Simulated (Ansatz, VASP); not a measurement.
**Two plane-wave programs on Ir**

INCAR

```
PREC     = Accurate       # precision mode
ENCUT    = 520            # plane-wave cutoff, eV
EDIFF    = 1E-6           # SCF threshold, eV
ISMEAR   = 1              # smearing method
SIGMA    = 0.2            # smearing width, eV
LREAL    = False          # projectors in reciprocal space
LASPH    = True           # aspherical terms in the spheres
NELM     = 100            # most SCF steps
ALGO     = Normal         # electronic algorithm
ISIF     = 2              # what is computed and relaxed
LWAVE    = False          # write WAVECAR
LCHARG   = True           # write CHGCAR
GGA      = PE             # functional
LELF     = True           # ELF
LVHAR    = True         
NBANDS   = 10             # bands
```

KPOINTS

```
Automatic mesh
0
Gamma
  14 14 14
```

POSCAR

```
Ir
1.0
    0.0000000000      1.9360622002      1.9360622002
    1.9360622002      0.0000000000      1.9360622002
    1.9360622002      1.9360622002      0.0000000000
Ir
1
Direct
    0.0000000000      0.0000000000      0.0000000000
```

Input for Ansatz:

```yaml
crystal:
  lattice:
    - [0.0, 1.9360622002, 1.9360622002]
    - [1.9360622002, 0.0, 1.9360622002]
    - [1.9360622002, 1.9360622002, 0.0]
  atoms:
    - { symbol: Ir, position: [0.0, 0.0, 0.0] }
hamiltonian:
  xc: pbe
  pseudopotentials:
    kind: paw
    azcp:
      Ir: "pseudopotentials/Ir.paw.azcp"
basis:
  ecutwfc: 420
  fft_grid_basis: typed
kpoints:
  mp_grid: { grid: [14, 14, 14], shift: [0, 0, 0] }
magnetization:
  spin_polarized: false
scf:
  occupations: { method: methfessel_paxton, width: 0.2 }
  lower_state_search: "off"
output:
  stress: true
```

Alike in both runs: task single point; functional PBE; k mesh 14 × 14 × 14; occupations methfessel-paxton of order 1, width 0.2 eV; no spin polarisation.

```csv
,VASP,Ansatz
version,VASP 6.6.1,Ansatz 0.2.0
potentials or method,"VASP PAW PBE potentials, release 64 (Ir), cutoff 520 eV","plane waves (420 eV) with PAW, scalar-relativistic"
valence electrons in the cell,9,17
```

|  | VASP | Ansatz | Ansatz less VASP |
| --- | --- | --- | --- |
| pressure (GPa) | 0.3 | -0.2 | -0.49 |

VASP's potentials hold 9 valence electrons a cell and Ansatz's 17, so a difference there can come from the potentials and not from the codes.

Neither program's run includes spin-orbit coupling.
